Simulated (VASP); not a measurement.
The system is YBe.

```
Y Be
1.0
     3.01425    0.00000    0.00000
     0.00000    3.01425    0.00000
     0.00000    0.00000    3.95082
Y Be
1 1
Direct
  0.50000 0.50000 0.50000
  0.00000 0.00000 0.00000
```

```yaml
Program: VASP 6.6.1
Task: relaxation of cell and atoms
Functional: PBE
Potentials_or_basis: VASP PAW PBE potentials, release 64 (Y_sv, Be)
Cutoff: 600 eV
k_mesh: 6 × 6 × 4
Occupations: gaussian, width 0.1 eV
Spin: no spin polarisation
```

At the start: pressure 6.6 GPa; volume 17.95 Å³/atom.

Problem. Where does the relaxation end?

Solution. Over 9 steps the energy falls by 184.7 meV/atom and the volume is 19.74 Å³/atom (+10.0 %); space group P4/mmm (No. 123, to 0.05 Å).

The path:
| step | energy change (eV) | largest force (eV/Å) | pressure (GPa) | volume (Å³) |
| --- | --- | --- | --- | --- |
| 1 | 0.0000 | 0.0000 | 6.63 | 35.90 |
| 2 | -0.2508 | 0.0000 | -0.10 | 39.80 |
| 3 | -0.2409 | 0.0000 | -6.63 | 45.24 |
| 4 | -0.2983 | 0.0000 | -3.39 | 42.22 |
| 5 | -0.3653 | 0.0000 | -1.30 | 40.54 |
| 6 | -0.3666 | 0.0000 | -1.12 | 40.34 |
| 7 | -0.3655 | 0.0000 | -0.56 | 39.92 |
| 8 | -0.3667 | 0.0000 | -0.98 | 40.23 |
| 9 | -0.3695 | 0.0000 | 0.14 | 39.49 |

Final structure:
```
CELL_PARAMETERS angstrom
3.34094 0.00000 0.00000
0.00000 3.34094 0.00000
0.00000 0.00000 3.53790
ATOMIC_POSITIONS crystal
Y 0.50000 0.50000 0.50000
Be 0.00000 0.00000 0.00000
```

Caveat: the k points lie up to 0.44 Å⁻¹ apart in the final cell.
